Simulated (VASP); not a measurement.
A run of VASP 6.6.1 is set up as follows.

INCAR

```
  ALGO = Normal
  EDIFF = 1E-7
  ENCUT = 520
  GGA = PE
  ISIF = 2
  ISMEAR = -1
  LASPH = T
  LCHARG = T
  LELF = T
  LREAL = F
  LVHAR = T
  LWAVE = F
  NBANDS = 12
  NELM = 100
  PREC = Accurate
  SIGMA = 0.06122561905347299
```

Contents of KPOINTS:

```
k-points
0
Gamma
  25 25 25
```

Contents of POSCAR:

```
Zn
1.0
   -1.5445268500      1.5445268500      1.5445268500
    1.5445268500     -1.5445268500      1.5445268500
    1.5445268500      1.5445268500     -1.5445268500
Zn
1
Direct
    0.0000000000      0.0000000000      0.0000000000
```

Potentials or basis: VASP PAW PBE potentials, release 64 (Zn).

Run with:

```console
$ cat potpaw_PBE.64/Zn/POTCAR > POTCAR
$ mpirun -np 1 vasp_std > vasp.out
```

(1) Estimate the band gap on the k mesh.

(2) What does it give for the pressure?

## Answers

(1) zero (bands 6 and 7 overlap by 4.86 eV).

(2) 3.5 GPa.

Caveat: the cell stands under pressure.
